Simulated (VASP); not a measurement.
# BP in VASP: further runs

BP is run at these levels: PBE; tasks: single point.

Program: VASP 6.6.1. These are calculated values, not measurements. Logs are shortened: lines on timing, memory, paths and dates and some standing lists are left out, and cuts for length are marked.

**1. The cell of the first run**

The cell holds a wire with vacuum, 2 atoms: a = 9.000 Å, b = 9.300 Å, c = 3.430 Å, α = 90.00°, β = 90.00°, γ = 90.00°.

**2. Single point, PBE, collinear spin, ferromagnetic start**

File INCAR:

```
SYSTEM = BP
  PREC = Accurate
  ENCUT = 520
  EDIFF = 1E-6
  ISMEAR = 0
  SIGMA = 0.05
  LREAL = .FALSE.
  LASPH = .TRUE.
  NELM = 150
  ALGO = Normal
  ISIF = 2
  LWAVE = .FALSE.
  LCHARG = .FALSE.
  ISPIN = 2
  MAGMOM = 0.5 0.5
  LORBIT = 11
  GGA = PE
  NBANDS = 15
```

File KPOINTS:

```
Automatic mesh
0
G
  1 1 18
  0 0 0
```

File POSCAR:

```
BP
1.0
    9.0000000000      0.0000000000      0.0000000000
    0.0000000000      9.3000000000      0.0000000000
    0.0000000000      0.0000000000      3.4298457589
B P
1 1
Direct
    0.5000000000      0.5000000000      0.0000000000
    0.5000000000      0.5000000000      0.5000000000
```

Potentials or basis: VASP PAW PBE potentials, release 64 (B, P).

Run with:

```console
cat potpaw_PBE.64/B/POTCAR potpaw_PBE.64/P/POTCAR > POTCAR
mpirun -np 1 vasp_std > vasp.out
```

OUTCAR:

```text
SYSTEM = BP
   PREC = Accurate
   ENCUT = 520
   EDIFF = 1E-6
   ISMEAR = 0
   LREAL = .FALSE.
   LASPH = .TRUE.
   NELM = 150
   ISIF = 2
   ISPIN = 2
   LORBIT = 11
   GGA = PE

 ion  position               nearest neighbor table
   1  0.500  0.500  0.000-   2 1.71   2 1.71
   2  0.500  0.500  0.500-   1 1.71   1 1.71

  LATTYP: Found a simple orthorhombic cell.
 ALAT       =     3.4298457589
 B/A-ratio  =     2.6240247033
 C/A-ratio  =     2.7114921935

  Lattice vectors:

 A1 = (   0.0000000000,   0.0000000000,   3.4298457589)
 A2 = (   9.0000000000,   0.0000000000,   0.0000000000)
 A3 = (   0.0000000000,   9.3000000000,   0.0000000000)

Analysis of symmetry for initial positions (statically):
=====================================================================
 Subroutine PRICEL returns:
 Original cell was already a primitive cell.

 Routine SETGRP: Setting up the symmetry group for a
 simple orthorhombic supercell.

 Subroutine GETGRP returns: Found  8 space group operations
 (whereof  8 operations were pure point group operations)
 out of a pool of  8 trial point group operations.

The static configuration has the point symmetry D_2h.

Analysis of symmetry for dynamics (positions and initial velocities):
=====================================================================
 Subroutine PRICEL returns:
 Original cell was already a primitive cell.

 Routine SETGRP: Setting up the symmetry group for a
 simple orthorhombic supercell.

 Subroutine GETGRP returns: Found  8 space group operations
 (whereof  8 operations were pure point group operations)
 out of a pool of  8 trial point group operations.

The dynamic configuration has the point symmetry D_2h.

Analysis of structural, dynamic, and magnetic symmetry:
=====================================================================
 Subroutine PRICEL returns:
 Original cell was already a primitive cell.

 Routine SETGRP: Setting up the symmetry group for a
 simple orthorhombic supercell.

 Subroutine GETGRP returns: Found  8 space group operations
 (whereof  8 operations were pure point group operations)
 out of a pool of  8 trial point group operations.

The overall configuration has the point symmetry D_2h.

 Subroutine INISYM returns: Found  8 space group operations
 (whereof  8 operations are pure point group operations),
 and found     1 'primitive' translations

----------------------------------------------------------------------------------------

                                     Primitive cell

  volume of cell :     287.0781

  direct lattice vectors                    reciprocal lattice vectors
     9.000000000  0.000000000  0.000000000     0.111111111  0.000000000  0.000000000
     0.000000000  9.300000000  0.000000000     0.000000000  0.107526882  0.000000000
     0.000000000  0.000000000  3.429845759     0.000000000  0.000000000  0.291558300

  length of vectors
     9.000000000  9.300000000  3.429845759     0.111111111  0.107526882  0.291558300

  position of ions in fractional coordinates (direct lattice)
     0.500000000  0.500000000  0.000000000
     0.500000000  0.500000000  0.500000000

  ion indices of the primitive-cell ions
   primitive index   ion index
                 1           1
                 2           2

----------------------------------------------------------------------------------------

 KPOINTS: Automatic mesh

Automatic generation of k-mesh.
 Grid dimensions read from file:
 generate k-points for:    1    1   18

 Generating k-lattice:

  Cartesian coordinates                     Fractional coordinates (reciprocal lattice)
     0.111111111  0.000000000  0.000000000     1.000000000  0.000000000  0.000000000
     0.000000000  0.107526882  0.000000000     0.000000000  1.000000000  0.000000000
     0.000000000  0.000000000  0.016197683     0.000000000  0.000000000  0.055555556

  Length of vectors
     0.111111111  0.107526882  0.016197683

  Shift w.r.t. Gamma in fractional coordinates (k-lattice)
     0.000000000  0.000000000  0.000000000

 Subroutine IBZKPT returns following result:
 ===========================================

 Found     10 irreducible k-points:

 Following reciprocal coordinates:
            Coordinates               Weight
  0.000000  0.000000  0.000000      1.000000
  0.000000  0.000000  0.055556      2.000000
  0.000000  0.000000  0.111111      2.000000
  0.000000  0.000000  0.166667      2.000000
  0.000000  0.000000  0.222222      2.000000
  0.000000  0.000000  0.277778      2.000000
  0.000000  0.000000  0.333333      2.000000
  0.000000  0.000000  0.388889      2.000000
  0.000000  0.000000  0.444444      2.000000
  0.000000  0.000000  0.500000      1.000000
   k-points           NKPTS =     10   k-points in BZ     NKDIM =     10   number of bands    NBANDS=     15
   number of dos      NEDOS =    301   number of ions     NIONS =      2
   total plane-waves  NPLWV = 137200
   dimension x,y,z NGX =    70 NGY =   70 NGZ =   28
   dimension x,y,z NGXF=   140 NGYF=  140 NGZF=   56
   ions per type =               1   1
   NGX,Y,Z   is equivalent  to a cutoff of  12.93, 12.51, 13.57 a.u.
   NGXF,Y,Z  is equivalent  to a cutoff of  25.86, 25.03, 27.14 a.u.
 SYSTEM =  BP
   PREC   = accura    normal or accurate (medium, high low for compatibility)
   ISTART =      0    job   : 0-new  1-cont  2-samecut
   ICHARG =      2    charge: 1-file 2-atom 10-const
   ISPIN  =      2    spin polarized calculation?
   LNONCOLLINEAR =      F non collinear calculations
   LSORBIT =      F    spin-orbit coupling
   LASPH  =      T    aspherical Exc in radial PAW
   ENCUT  =  520.0 eV  38.22 Ry    6.18 a.u.  16.73 17.29  6.38*2*pi/ulx,y,z
   NELM   =    150;   NELMIN=  2; NELMDL= -5     # of ELM steps
   EDIFF  = 0.1E-05   stopping-criterion for ELM
   LREAL  =      F    real-space projection
   EDIFFG = 0.1E-04   stopping-criterion for IOM
   NSW    =      0    number of steps for IOM
   IBRION =     -1    ionic relax: 0-MD 1-quasi-New 2-CG
   NFREE  =      0    steps in history (QN), initial steepest desc. (CG)
   ISIF   =      2    stress and relaxation
   ISYM   =      2    0-nonsym 1-usesym 2-fastsym
   POTIM  = 0.5000    time-step for ionic-motion
   TEBEG  =    0.0;   TEEND  =   0.0 temperature during run
   PSTRESS=    0.0 pullay stress
   NELECT =       8.0000    total number of electrons
   NUPDOWN=      -1.0000    fix difference up-down
   EMIN   =  10.00;   EMAX   =-10.00  energy-range for DOS
   EFERMI =   0.00;   METHOD = LEGACY
   ISMEAR =     0;   SIGMA  =   0.05  broadening in eV -4-tet -1-fermi 0-gaus
   EFERMI_NEDOS =   21; number of points for ismear=-14 and -15
   IALGO  =     38    algorithm
   IMIX   =      4    mixing-type and parameters
     AMIX     =   0.40;   BMIX     =  1.00
     AMIX_MAG =   1.60;   BMIX_MAG =  1.00
  volume/ion in A,a.u.               =     143.54       968.65
  Fermi-wavevector in a.u.,A,eV,Ry     =   0.496331  0.937930  3.351721  0.246345
  Thomas-Fermi vector in A             =   1.502241
   LORBIT       =     11    0 simple, 1 ext, 2 COOP (PROOUT), +10 PAW based schemes
   GGA     = PE    functional components
   LHFCALC =     F    Hartree Fock is set to
   AEXX    =    0.0000 exact exchange contribution
   IVDW    =     0    specifies the selected vdW correction
   LEPSILON=     F    determine dielectric tensor
   LRPA    =     F    only Hartree local field effects (RPA)
 spin polarized calculation
 Gauss-broadening in eV      SIGMA  =   0.05
  energy-cutoff  :      520.00
  volume of cell :      287.08
 maximum number of plane-waves:      7753
 NGX is ok and might be reduce to    70
   NGX = 33   NGY = 35   NGZ = 13

 number of electron       8.0000001 magnetization      -0.0000088

 number of electron       8.0000001 magnetization       0.0000118

 Free energy of the ion-electron system (eV)
  ---------------------------------------------------
  ext. energy  EPLUGINS =         0.00000000
  ---------------------------------------------------
  free energy    TOTEN  =        -9.61274607 eV

  energy without entropy =       -9.61274607  energy(sigma->0) =       -9.61274607

 E-fermi :  -4.3219     XC(G=0):  -2.0785

 val. band max:       -4.6131963653   @ k =   0.0000   0.0000   0.5000
 cond. band min:      -4.0067481449   @ k =   0.0000   0.0000   0.5000
 fundamental gap:      0.6064482204
 Fermi energy:        -4.3219234991

 spin component 1

 k-point     1 :       0.0000    0.0000    0.0000
  band No.  band energies     occupation
      1     -16.4399      1.00000
      2      -9.7010      1.00000
      3      -7.2465      1.00000
      4      -7.2462      1.00000
      5      -2.0822      0.00000
      6      -0.1305      0.00000
      7       1.3248      0.00000
      8       1.8472      0.00000
      9       1.9644      0.00000
     10       2.0027      0.00000
     11       2.4698      0.00000
     12       2.9331      0.00000
     13       2.9369      0.00000
     14       3.9167      0.00000
     15       3.9538      0.00000
[... 145 lines left out ...]
 k-point    10 :       0.0000    0.0000    0.5000
  band No.  band energies     occupation
      1     -15.2358      1.00000
      2     -12.6608      1.00000
      3      -4.6134      1.00000
      4      -4.6132      1.00000
      5      -4.0067      0.00000
      6      -4.0066      0.00000
      7       0.9816      0.00000
      8       3.0188      0.00000
      9       3.8796      0.00000
     10       4.2281      0.00000
     11       4.6870      0.00000
     12       4.7315      0.00000
     13       4.9972      0.00000
     14       5.0494      0.00000
     15       5.1347      0.00000
 Fermi energy:        -4.3219234991

 spin component 2

 k-point     1 :       0.0000    0.0000    0.0000
  band No.  band energies     occupation
      1     -16.4399      1.00000
      2      -9.7010      1.00000
      3      -7.2465      1.00000
      4      -7.2462      1.00000
      5      -2.0822      0.00000
      6      -0.1383      0.00000
      7       1.3223      0.00000
      8       1.8384      0.00000
      9       1.9577      0.00000
     10       2.0017      0.00000
     11       2.4120      0.00000
     12       2.9317      0.00000
     13       2.9359      0.00000
     14       3.8973      0.00000
     15       3.9397      0.00000
[... 145 lines left out ...]
 k-point    10 :       0.0000    0.0000    0.5000
  band No.  band energies     occupation
      1     -15.2358      1.00000
      2     -12.6608      1.00000
      3      -4.6134      1.00000
      4      -4.6132      1.00000
      5      -4.0067      0.00000
      6      -4.0066      0.00000
      7       0.9813      0.00000
      8       3.0114      0.00000
      9       3.8621      0.00000
     10       4.2266      0.00000
     11       4.6865      0.00000
     12       4.7278      0.00000
     13       4.9884      0.00000
     14       5.0405      0.00000
     15       5.1080      0.00000

------------------------ aborting loop because EDIFF is reached ----------------------------------------

  FORCE on cell =-STRESS in cart. coord.  units (eV):
  Direction    XX          YY          ZZ          XY          YZ          ZX
  --------------------------------------------------------------------------------------
  -------------------------------------------------------------------------------------
  Total        0.0027758     -0.0014021     -0.1599367      0.0000000      0.0000000     -0.0000000
  in kB        0.0154915     -0.0078251     -0.8926036      0.0000000      0.0000000     -0.0000000
  external PRESSURE =      -0.2949791 kB  Pullay stress =       0.0000000 kB

 VOLUME and BASIS-vectors are now :
 -----------------------------------------------------------------------------
  energy-cutoff  :      520.00
  volume of cell :      287.08
      direct lattice vectors                 reciprocal lattice vectors
     9.000000000  0.000000000  0.000000000     0.111111111  0.000000000  0.000000000
     0.000000000  9.300000000  0.000000000     0.000000000  0.107526882  0.000000000
     0.000000000  0.000000000  3.429845759     0.000000000  0.000000000  0.291558300

 POSITION                                       TOTAL-FORCE (eV/Angst)
 -----------------------------------------------------------------------------------
      4.50000      4.65000      0.00000         0.000000      0.000000      0.000000
      4.50000      4.65000      1.71492         0.000000      0.000000      0.000000
 -----------------------------------------------------------------------------------
    total drift:                                0.000000      0.000000     -0.000000

  FREE ENERGIE OF THE ION-ELECTRON SYSTEM (eV)
  ---------------------------------------------------
  free  energy   TOTEN  =        -9.6127460700 eV

  energy  without entropy=       -9.6127460700  energy(sigma->0) =       -9.61274607

 total charge

# of ion       s       p       d       tot
------------------------------------------
    1        0.698   1.176   0.000   1.874
    2        0.975   1.677   0.000   2.652
--------------------------------------------------
tot          1.673   2.853   0.000   4.526

 magnetization (x)

# of ion       s       p       d       tot
------------------------------------------
    1       -0.000  -0.000   0.000  -0.000
    2        0.000   0.000   0.000   0.000
--------------------------------------------------
tot         -0.000   0.000   0.000   0.000
```

Run time: 4.8 min. Hardware: 1 thread of AMD EPYC 7R13, shared host; peak memory 0.45 GiB.

What came out:

| Item | Value |
| --- | --- |
| Free energy | -9.6127 eV |
| Band gap on the k mesh | 0.61 eV, direct |
| Net moment | 0.00 μB per cell |
| Valence electrons inside the program's atomic spheres | B 1.87; P 2.65 |

Levels at points of the mesh, in eV from the valence-band top:
Spin up:
```
           k point  band 2  band 3  band 4  band 5  band 6  band 7
(0.00, 0.00, 0.00)   -5.09   -2.63   -2.63    2.53    4.48    5.94
(0.00, 0.00, 0.50)   -8.05    0.00    0.00    0.61    0.61    5.59
```
Spin down:
| k point | band 1 | band 2 | band 3 | band 4 | band 5 | band 6 | band 7 | band 8 |
| --- | --- | --- | --- | --- | --- | --- | --- | --- |
| (0.00, 0.00, 0.00) | -11.83 | -5.09 | -2.63 | -2.63 | 2.53 | 4.47 | 5.94 | 6.45 |
| (0.00, 0.00, 0.50) | -10.62 | -8.05 | 0.00 | 0.00 | 0.61 | 0.61 | 5.59 | 7.62 |

**3. Single point, PBE, collinear spin, ferromagnetic start**

File INCAR:

```
SYSTEM = BP
PREC = Accurate
ENCUT = 520
EDIFF = 1E-6
ISMEAR = 0
SIGMA = 0.05
LREAL = .FALSE.
LASPH = .TRUE.
NELM = 150
ALGO = Normal
ISIF = 2
LWAVE = .FALSE.
LCHARG = .FALSE.
ISPIN = 2
MAGMOM = 0.5 0.5
LORBIT = 11
GGA = PE
NBANDS = 15
```

KPOINTS is that of step 2.

File POSCAR:

```
BP
1.0
    9.0000000000      0.0000000000      0.0000000000
    0.0000000000      9.3000000000      0.0000000000
    0.0000000000      0.0000000000      3.4296637965
B P
1 1
Direct
    0.5000000000      0.5000000000     -0.0175015277
    0.5000000000      0.5000000000      0.4825015277
```

Potentials or basis: VASP PAW PBE potentials, release 64 (B, P).

Run with:

```console
cat potpaw_PBE.64/B/POTCAR potpaw_PBE.64/P/POTCAR > POTCAR
mpirun -np 1 vasp_std > vasp.out
```

Run time: 4.8 min. Hardware: 1 thread of AMD EPYC 7R13, shared host; peak memory 0.45 GiB.

Results (log left out):

* Free energy: -9.6128 eV
* Band gap on the k mesh: 0.61 eV, direct
* Net moment: 0.00 μB per cell
* Valence electrons inside the program's atomic spheres: B 1.87; P 2.65

Levels at points of the mesh, in eV from the valence-band top:
Spin up:
| k point | band 2 | band 3 | band 4 | band 5 | band 6 | band 7 |
| --- | --- | --- | --- | --- | --- | --- |
| (0.00, 0.00, 0.00) | -5.09 | -2.63 | -2.63 | 2.53 | 4.48 | 5.94 |
| (0.00, 0.00, 0.50) | -8.05 | 0.00 | 0.00 | 0.61 | 0.61 | 5.60 |
Spin down:
```tsv
k point	band 1	band 2	band 3	band 4	band 5	band 6	band 7	band 8	band 9
(0.00, 0.00, 0.00)	-11.83	-5.09	-2.63	-2.63	2.53	4.47	5.94	6.45	6.57
(0.00, 0.00, 0.50)	-10.62	-8.05	0.00	0.00	0.61	0.61	5.59	7.62	8.48
```

(Continued in part 2 of 2.)
